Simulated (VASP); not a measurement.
# Ir (P6_3/mmc) in VASP: a series of runs

Ir is run at these levels: r2SCAN; tasks: single point, relaxation of volume and atoms at fixed shape.

Everything below comes from runs of VASP 6.6.1. Logs are shortened: lines on timing, memory, paths and dates and some standing lists are left out, and cuts for length are marked.

### 1 The cell of the first run

The structure is hexagonal, space group P6_3/mmc (No. 194). The conventional cell has a = 2.729 Å, b = 2.729 Å, c = 4.426 Å, α = 90.00°, β = 90.00°, γ = 120.00°. Within 3.6 Å of Ir (site symmetry -6m2) lie 12 Ir at 2.72 to 2.73 Å.

This isn't the form of Ir at room conditions, which is fcc.

### 2 Single point, r2SCAN

The input, POSCAR:

```
Ir
1.0
    2.7287744840      0.0000000000      0.0000000000
   -1.3643872420      2.3631880243      0.0000000000
    0.0000000000      0.0000000000      4.4256307538
Ir
2
Direct
    0.6666666667      0.3333333333      0.7500000000
    0.3333333333      0.6666666667      0.2500000000
```

The input, INCAR.step1:

```
SYSTEM = Ir
PREC = Accurate ; ENCUT = 520
ISMEAR = 0 ; SIGMA = 0.1
LREAL = .False. ; LASPH = .True.
NELM = 60 ; NBANDS = 16
GGA = PE ; ALGO = Normal
EDIFF = 1E-4 ; LWAVE = .True.
LCHARG = .False.
```

The input, INCAR.step2:

```
SYSTEM = Ir
PREC = Accurate ; ENCUT = 520
EDIFF = 1E-6 ; ISMEAR = 0
SIGMA = 0.1 ; LREAL = .False.
LASPH = .True. ; NELM = 60
ALGO = Normal ; ISIF = 2
LWAVE = .False. ; LCHARG = .False.
METAGGA = R2SCAN ; LMIXTAU = .True.
NBANDS = 16 ; ISTART = 1
```

The input, KPOINTS:

```
regular mesh
0
Gamma
  11 11 6
  0 0 0
```

Potentials or basis: VASP PAW PBE potentials, release 64 (Ir).

Started as:

```bash
$ cat potpaw_PBE.64/Ir/POTCAR > POTCAR
$ cp INCAR.step1 INCAR
$ mpirun -np 1 vasp_std > vasp.out
$ cp INCAR.step2 INCAR
$ mpirun -np 1 vasp_std > vasp.out
```

OUTCAR:

```text
SYSTEM = Ir
   PREC = Accurate
   ENCUT = 520
   EDIFF = 1E-6
   ISMEAR = 0
   LREAL = .False.
   LASPH = .True.
   NELM = 60
   ISIF = 2
   METAGGA = R2SCAN
   ISTART = 1

 ion  position               nearest neighbor table
   1  0.667  0.333  0.750-   2 2.72   2 2.72   2 2.72   2 2.72   2 2.72   2 2.72
   2  0.333  0.667  0.250-   1 2.72   1 2.72   1 2.72   1 2.72   1 2.72   1 2.72

  LATTYP: Found a hexagonal cell.
 ALAT       =     2.7287744840
 C/A-ratio  =     1.6218382207

  Lattice vectors:

 A1 = (   2.7287744840,   0.0000000000,   0.0000000000)
 A2 = (  -1.3643872420,   2.3631880243,   0.0000000000)
 A3 = (   0.0000000000,   0.0000000000,   4.4256307538)

Analysis of symmetry for initial positions (statically):
=====================================================================
 Subroutine PRICEL returns:
 Original cell was already a primitive cell.

 Routine SETGRP: Setting up the symmetry group for a
 hexagonal supercell.

 Subroutine GETGRP returns: Found 24 space group operations
 (whereof 12 operations were pure point group operations)
 out of a pool of 24 trial point group operations.

The static configuration has the point symmetry D_3d.
 The point group associated with its full space group is D_6h.

Analysis of symmetry for dynamics (positions and initial velocities):
=====================================================================
 Subroutine PRICEL returns:
 Original cell was already a primitive cell.

 Routine SETGRP: Setting up the symmetry group for a
 hexagonal supercell.

 Subroutine GETGRP returns: Found 24 space group operations
 (whereof 12 operations were pure point group operations)
 out of a pool of 24 trial point group operations.

The dynamic configuration has the point symmetry D_3d.
 The point group associated with its full space group is D_6h.

 Subroutine INISYM returns: Found 24 space group operations
 (whereof 12 operations are pure point group operations),
 and found     1 'primitive' translations

----------------------------------------------------------------------------------------

                                     Primitive cell

  volume of cell :      28.5392

  direct lattice vectors                    reciprocal lattice vectors
     2.728774484  0.000000000  0.000000000     0.366464875  0.211578594  0.000000000
    -1.364387242  2.363188024  0.000000000     0.000000000  0.423157188  0.000000000
     0.000000000  0.000000000  4.425630754     0.000000000  0.000000000  0.225956492

  length of vectors
     2.728774484  2.728774484  4.425630754     0.423157188  0.423157188  0.225956492

  position of ions in fractional coordinates (direct lattice)
     0.666666667  0.333333333  0.750000000
     0.333333333  0.666666667  0.250000000

  ion indices of the primitive-cell ions
   primitive index   ion index
                 1           1
                 2           2

----------------------------------------------------------------------------------------

 KPOINTS: regular mesh

Automatic generation of k-mesh.
 Grid dimensions read from file:
 generate k-points for:   11   11    6

 Generating k-lattice:

  Cartesian coordinates                     Fractional coordinates (reciprocal lattice)
     0.033314989  0.019234418  0.000000000     0.090909091  0.000000000  0.000000000
     0.000000000  0.038468835  0.000000000     0.000000000  0.090909091  0.000000000
     0.000000000  0.000000000  0.037659415     0.000000000  0.000000000  0.166666667

  Length of vectors
     0.038468835  0.038468835  0.037659415

  Shift w.r.t. Gamma in fractional coordinates (k-lattice)
     0.000000000  0.000000000  0.000000000

 Subroutine IBZKPT returns following result:
 ===========================================

 Found     64 irreducible k-points:

 Following reciprocal coordinates:
            Coordinates               Weight
  0.000000  0.000000  0.000000      1.000000
  0.090909 -0.000000  0.000000      6.000000
  0.181818 -0.000000  0.000000      6.000000
  0.272727 -0.000000  0.000000      6.000000
  0.363636 -0.000000  0.000000      6.000000
  0.454545 -0.000000  0.000000      6.000000
[... 16 lines left out ...]
  0.090909  0.090909  0.166667     12.000000
  0.181818  0.090909  0.166667     24.000000
 [... further k-points ...]
   k-points           NKPTS =     64   k-points in BZ     NKDIM =     64   number of bands    NBANDS=     16
   number of dos      NEDOS =    301   number of ions     NIONS =      2
   total plane-waves  NPLWV =  14400
   dimension x,y,z NGX =    20 NGY =   20 NGZ =   36
   dimension x,y,z NGXF=    40 NGYF=   40 NGZF=   72
   ions per type =               2
   NGX,Y,Z   is equivalent  to a cutoff of  12.18, 12.18, 13.52 a.u.
   NGXF,Y,Z  is equivalent  to a cutoff of  24.37, 24.37, 27.05 a.u.
 SYSTEM =  Ir
   PREC   = accura    normal or accurate (medium, high low for compatibility)
   ISTART =      1    job   : 0-new  1-cont  2-samecut
   ICHARG =      0    charge: 1-file 2-atom 10-const
   ISPIN  =      1    spin polarized calculation?
   LNONCOLLINEAR =      F non collinear calculations
   LSORBIT =      F    spin-orbit coupling
   LASPH  =      T    aspherical Exc in radial PAW
   ENCUT  =  520.0 eV  38.22 Ry    6.18 a.u.   5.07  5.07  8.23*2*pi/ulx,y,z
   NELM   =     60;   NELMIN=  2; NELMDL=  0     # of ELM steps
   EDIFF  = 0.1E-05   stopping-criterion for ELM
   LREAL  =      F    real-space projection
   EDIFFG = 0.1E-04   stopping-criterion for IOM
   NSW    =      0    number of steps for IOM
   IBRION =     -1    ionic relax: 0-MD 1-quasi-New 2-CG
   NFREE  =      0    steps in history (QN), initial steepest desc. (CG)
   ISIF   =      2    stress and relaxation
   ISYM   =      2    0-nonsym 1-usesym 2-fastsym
   POTIM  = 0.5000    time-step for ionic-motion
   TEBEG  =    0.0;   TEEND  =   0.0 temperature during run
   PSTRESS=    0.0 pullay stress
   NELECT =      18.0000    total number of electrons
   NUPDOWN=      -1.0000    fix difference up-down
   EMIN   =  10.00;   EMAX   =-10.00  energy-range for DOS
   EFERMI =   0.00;   METHOD = LEGACY
   ISMEAR =     0;   SIGMA  =   0.10  broadening in eV -4-tet -1-fermi 0-gaus
   EFERMI_NEDOS =   21; number of points for ismear=-14 and -15
   IALGO  =     38    algorithm
   IMIX   =      4    mixing-type and parameters
     AMIX     =   0.40;   BMIX     =  1.00
     AMIX_MAG =   1.60;   BMIX_MAG =  1.00
  volume/ion in A,a.u.               =      14.27        96.30
  Fermi-wavevector in a.u.,A,eV,Ry     =   1.403951  2.653083 26.818152  1.971079
  Thomas-Fermi vector in A             =   2.526562
   LORBIT       =      0    0 simple, 1 ext, 2 COOP (PROOUT), +10 PAW based schemes
   METAGGA = R2SCAN    functional components
   LHFCALC =     F    Hartree Fock is set to
   AEXX    =    0.0000 exact exchange contribution
   IVDW    =     0    specifies the selected vdW correction
   LEPSILON=     F    determine dielectric tensor
   LRPA    =     F    only Hartree local field effects (RPA)
 non-spin polarized calculation
 Gauss-broadening in eV      SIGMA  =   0.10
  energy-cutoff  :      520.00
  volume of cell :       28.54
 maximum number of plane-waves:       785
   NGX = 11   NGY = 11   NGZ = 17

 number of electron      18.0000000 magnetization

 Free energy of the ion-electron system (eV)
  ---------------------------------------------------
  ext. energy  EPLUGINS =         0.00000000
  ---------------------------------------------------
  free energy    TOTEN  =      -104.53145877 eV

  energy without entropy =     -104.51523206  energy(sigma->0) =     -104.52334542

 E-fermi :  10.1465     XC(G=0): -15.2791

 val. band max:       10.1301385466   @ k =   0.3636   0.1818   0.1667
 cond. band min:      10.1533088485   @ k =   0.2727   0.0909   0.3333
 fundamental gap:      0.0231703019
 Fermi energy:        10.1465429336

 k-point     1 :       0.0000    0.0000    0.0000
  band No.  band energies     occupation
      1      -1.4130      2.00000
      2       1.7200      2.00000
      3       6.1002      2.00000
      4       6.2093      2.00000
      5       6.2093      2.00000
      6       6.8804      2.00000
[... 8 lines left out ...]
     15      27.4680      0.00000
     16      28.5271      0.00000

 k-point     2 :       0.0909   -0.0000    0.0000
  band No.  band energies     occupation
      1      -1.0797      2.00000
      2       2.0131      2.00000
      3       5.6475      2.00000
      4       6.4895      2.00000
      5       6.5735      2.00000
      6       6.7357      2.00000
[... 8 lines left out ...]
     15      27.8900      0.00000
     16      28.9824      0.00000

 k-point     3 :       0.1818   -0.0000    0.0000
  band No.  band energies     occupation
      1      -0.1565      2.00000
      2       2.7018      2.00000
      3       5.1244      2.00000
      4       5.8448      2.00000
      5       6.2517      2.00000
      6       7.0336      2.00000
[... 8 lines left out ...]
     15      28.2590      0.00000
     16      28.8585      0.00000

 k-point     4 :       0.2727   -0.0000    0.0000
  band No.  band energies     occupation
      1       1.0755      2.00000
      2       3.0102      2.00000
      3       4.5264      2.00000
      4       5.1695      2.00000
      5       6.0865      2.00000
      6       6.5349      2.00000
[... 8 lines left out ...]
     15      26.2699      0.00000
     16      26.6787      0.00000

 k-point     5 :       0.3636   -0.0000    0.0000
  band No.  band energies     occupation
      1       2.0391      2.00000
      2       2.7005      2.00000
      3       3.5943      2.00000
      4       5.7244      2.00000
      5       6.1403      2.00000
      6       6.6370      2.00000
[... 8 lines left out ...]
     15      23.9622      0.00000
     16      25.3916      0.00000

 k-point     6 :       0.4545   -0.0000    0.0000
  band No.  band energies     occupation
      1       2.3395      2.00000
      2       2.4748      2.00000
      3       3.1148      2.00000
      4       5.9263      2.00000
      5       6.4708      2.00000
      6       6.4915      2.00000
[... 8 lines left out ...]
     15      22.4486      0.00000
     16      22.6739      0.00000

 k-point     7 :       0.0909    0.0909    0.0000
  band No.  band energies     occupation
      1      -0.4467      2.00000
      2       2.5311      2.00000
      3       5.1869      2.00000
      4       6.3326      2.00000
      5       6.4195      2.00000
      6       6.9284      2.00000
[... 8 lines left out ...]
     15      28.1680      0.00000
     16      28.5968      0.00000

 k-point     8 :       0.1818    0.0909    0.0000
  band No.  band energies     occupation
      1       0.6714      2.00000
      2       3.1940      2.00000
      3       4.7622      2.00000
      4       5.0385      2.00000
      5       6.1185      2.00000
      6       6.4019      2.00000
[... 8 lines left out ...]
     15      25.9990      0.00000
     16      27.6560      0.00000

 k-point     9 :       0.2727    0.0909    0.0000
  band No.  band energies     occupation
      1       1.8714      2.00000
      2       3.1272      2.00000
      3       3.9798      2.00000
      4       5.0918      2.00000
      5       6.0355      2.00000
      6       6.3094      2.00000
[... 8 lines left out ...]
     15      23.7894      0.00000
     16      26.2102      0.00000
[... 172 lines left out ...]
 k-point    19 :       0.1818   -0.0000    0.1667
  band No.  band energies     occupation
      1       0.1226      2.00000
      2       2.7750      2.00000
      3       5.1905      2.00000
      4       5.3531      2.00000
      5       6.0368      2.00000
      6       6.7840      2.00000
[... 8 lines left out ...]
     15      27.6676      0.00000
     16      28.4739      0.00000

 k-point    20 :       0.2727   -0.0000    0.1667
  band No.  band energies     occupation
      1       1.2384      2.00000
      2       3.1298      2.00000
      3       4.3757      2.00000
      4       5.1560      2.00000
      5       5.8107      2.00000
      6       6.6638      2.00000
[... 8 lines left out ...]
     15      26.7301      0.00000
     16      26.7859      0.00000

 k-point    21 :       0.3636   -0.0000    0.1667
  band No.  band energies     occupation
      1       1.9232      2.00000
      2       2.8024      2.00000
      3       3.9091      2.00000
      4       4.9333      2.00000
      5       6.3545      2.00000
      6       6.6154      2.00000
[... 8 lines left out ...]
     15      24.6379      0.00000
     16      25.0529      0.00000

 k-point    22 :       0.4545   -0.0000    0.1667
  band No.  band energies     occupation
      1       2.0196      2.00000
      2       2.4886      2.00000
      3       3.7798      2.00000
      4       4.8842      2.00000
      5       6.1676      2.00000
      6       7.0394      2.00000
[... 8 lines left out ...]
     15      23.2194      0.00000
     16      23.8169      0.00000

 k-point    23 :       0.0909    0.0909    0.1667
  band No.  band energies     occupation
      1      -0.1528      2.00000
      2       2.5898      2.00000
      3       5.2485      2.00000
      4       5.6303      2.00000
      5       6.1961      2.00000
      6       6.6902      2.00000
[... 8 lines left out ...]
     15      28.1294      0.00000
     16      28.4720      0.00000

 k-point    24 :       0.1818    0.0909    0.1667
  band No.  band energies     occupation
      1       0.9000      2.00000
      2       3.3134      2.00000
      3       4.6494      2.00000
      4       4.8756      2.00000
      5       5.8960      2.00000
      6       6.5420      2.00000
[... 8 lines left out ...]
     15      26.2407      0.00000
     16      27.6594      0.00000

 [... further k-points ...]

------------------------ aborting loop because EDIFF is reached ----------------------------------------

  FORCE on cell =-STRESS in cart. coord.  units (eV):
  Direction    XX          YY          ZZ          XY          YZ          ZX
  --------------------------------------------------------------------------------------
  -------------------------------------------------------------------------------------
  Total        0.4393499      0.4393499      0.4301813      0.0000000      0.0000000      0.0000000
  in kB       24.6649399     24.6649399     24.1502132      0.0000000      0.0000000      0.0000000
  external PRESSURE =      24.4933644 kB  Pullay stress =       0.0000000 kB

 VOLUME and BASIS-vectors are now :
 -----------------------------------------------------------------------------
  energy-cutoff  :      520.00
  volume of cell :       28.54
      direct lattice vectors                 reciprocal lattice vectors
     2.728774484  0.000000000  0.000000000     0.366464875  0.211578594  0.000000000
    -1.364387242  2.363188024  0.000000000     0.000000000  0.423157188  0.000000000
     0.000000000  0.000000000  4.425630754     0.000000000  0.000000000  0.225956492

 POSITION                                       TOTAL-FORCE (eV/Angst)
 -----------------------------------------------------------------------------------
      1.36439      0.78773      3.31922        -0.000000      0.000000      0.000000
     -0.00000      1.57546      1.10641         0.000000     -0.000000      0.000000
 -----------------------------------------------------------------------------------
    total drift:                               -0.000000      0.000000     -0.000000

  FREE ENERGIE OF THE ION-ELECTRON SYSTEM (eV)
  ---------------------------------------------------
  free  energy   TOTEN  =      -104.5314587710 eV

  energy  without entropy=     -104.5152320642  energy(sigma->0) =     -104.52334542
```

Wall time 2.3 min (1 thread of Intel Xeon 8259CL, shared host); peak memory 0.16 GiB.

What came out:

```yaml
Free_energy: -104.5315 eV
Pressure: 2.4 GPa
Band_gap_on_the_k_mesh: zero (bands 9 and 10 overlap by 3.31 eV)
```

Levels at points of the mesh, in eV from the Fermi level:
```tsv
k point	band 7	band 8	band 9	band 10	band 11	band 12
(0.00, 0.00, 0.00)	-3.27	-2.45	-2.45	-0.76	0.29	0.29
(0.00, 0.00, 0.50)	-4.07	-4.07	-0.48	-0.48	-0.48	-0.48
```

Caveat: the PAW data sets were made with another functional, which shifts forces and pressure a little; spin-orbit coupling is left out, which moves the levels of the heavy elements.

### 3 Relaxation of volume and atoms at fixed shape, r2SCAN

This run uses another cell than the first one, of 14.63 Å³/atom.

The input, POSCAR:

```
Ir
1.0
    2.7513780000      0.0000000000      0.0000000000
   -1.3756890000      2.3827632434      0.0000000000
    0.0000000000      0.0000000000      4.4622900000
Ir
2
Direct
    0.6666666667      0.3333333333      0.7500000000
    0.3333333333      0.6666666667      0.2500000000
```

The input, INCAR.step1:

```
SYSTEM = Ir
  PREC = Accurate
  ENCUT = 600
  ISMEAR = 0
  SIGMA = 0.1
  LREAL = .FALSE.
  LASPH = .TRUE.
  NELM = 80
  GGA = PE
  ALGO = Normal
  EDIFF = 1E-4
  LWAVE = .TRUE.
  LCHARG = .FALSE.
```

The input, INCAR.step2:

```
SYSTEM = Ir
  PREC = Accurate
  ENCUT = 600
  EDIFF = 1E-7
  ISMEAR = 0
  SIGMA = 0.1
  LREAL = .FALSE.
  LASPH = .TRUE.
  NELM = 80
  ALGO = Normal
  ISIF = 8
  LWAVE = .FALSE.
  LCHARG = .FALSE.
  METAGGA = R2SCAN
  LMIXTAU = .TRUE.
  IBRION = 2
  NSW = 60
  EDIFFG = -0.01
  ISTART = 1
```

The input, KPOINTS:

```
regular mesh
0
G
  11 11 6
  0 0 0
```

Potentials or basis: VASP PAW PBE potentials, release 64 (Ir).

Started as:

```bash
$ cat potpaw_PBE.64/Ir/POTCAR > POTCAR
$ cp INCAR.step1 INCAR
$ mpirun -np 1 vasp_std > vasp.out
$ cp INCAR.step2 INCAR
$ mpirun -np 1 vasp_std > vasp.out
```

Run time: 6.3 min. Hardware: 1 thread of Intel Xeon 8259CL, shared host; peak memory 0.19 GiB.

It converged, with:

| Item | Value |
| --- | --- |
| Free energy | -104.5326 eV |
| Relaxed volume | 14.36 Å³/atom |
| Relaxed cell | a = 2.735 Å, b = 2.735 Å, c = 4.435 Å, α = 90.00°, β = 90.00°, γ = 120.00° |
| Space group after relaxing (to 0.1 Å) | P6_3/mmc (No. 194) |
| Energy gained by relaxing | 5.5 meV/atom |
| Ionic steps | 4 |
| Pressure after relaxing | 0.0 GPa |
| Band gap on the k mesh | zero (bands 9 and 10 overlap by 3.27 eV) |

Stress tensor (GPa, compression positive):
```
 0.03  0.00  0.00
 0.00  0.03  0.00
 0.00  0.00 -0.08
```

Step by step:
```csv
step,energy change (eV),largest force (eV/Å),pressure (GPa),volume (Å³)
1,0.0000,0.0000,-6.50,29.25
2,0.1597,0.0000,30.74,26.81
3,-0.0110,0.0000,-0.19,28.74
4,-0.0110,0.0000,-0.01,28.73
```

Final structure:
```
CELL_PARAMETERS angstrom
2.73477 0.00000 0.00000
-1.36738 2.36838 0.00000
0.00000 0.00000 4.43535
ATOMIC_POSITIONS crystal
Ir 0.66667 0.33333 0.75000
Ir 0.33333 0.66667 0.25000
```

Levels at points of the mesh, in eV from the Fermi level:
```tsv
k point	band 5	band 6	band 7	band 8	band 9	band 10	band 11	band 12	band 13
(0.00, 0.00, 0.00)	-3.90	-3.23	-3.23	-2.43	-2.43	-0.74	0.28	0.28	7.34
(0.00, 0.00, 0.50)	-4.03	-4.03	-4.03	-4.03	-0.48	-0.48	-0.48	-0.48	14.40
```

Caveat: the PAW data sets were made with another functional, which shifts forces and pressure a little; spin-orbit coupling is left out, which moves the levels of the heavy elements.
